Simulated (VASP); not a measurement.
Input of a VASP 6.6.1 run:

Contents of INCAR:

```
ALGO = Normal
EDIFF = 1E-6
ENCUT = 520
GGA = CA
ISIF = 2
ISMEAR = 0
LASPH = T
LCHARG = T
LELF = T
LREAL = F
LVHAR = T
LWAVE = F
NBANDS = 16
NELM = 80
PREC = Accurate
SIGMA = 0.05
```

The input KPOINTS:

```
k-points
0
Gamma
  9 9 6
```

The input POSCAR:

```
AlN
1.0
    3.0886152983      0.0000000000      0.0000000000
   -1.5443076491      2.6748193108      0.0000000000
    0.0000000000      0.0000000000      4.8115905661
Al N
2 2
Direct
    0.3333333333      0.6666666667     -0.0015234986
    0.6666666667      0.3333333333      0.4984765014
    0.3333333333      0.6666666667      0.3865234986
    0.6666666667      0.3333333333      0.8865234986
```

Potentials or basis: VASP PAW LDA potentials, release 64 (Al, N).

Command:

```bash
$ cat potpaw_LDA.64/Al/POTCAR potpaw_LDA.64/N/POTCAR > POTCAR
$ mpirun -np 1 vasp_std > vasp.out
```

Estimate the pressure.

6.2 GPa.

Estimate the largest force.

0.005 eV/Å.

What does it give for the band gap on the k mesh?

4.49 eV, direct.

Stress tensor (GPa, compression positive):
```
 4.16  0.00  0.00
 0.00  4.16  0.00
 0.00  0.00 10.39
```

Caveat: the cell differs from its parent crystal (engineering shear strain xz +0.0000, normal strain along z -0.0267). A k mesh can miss the band edges.
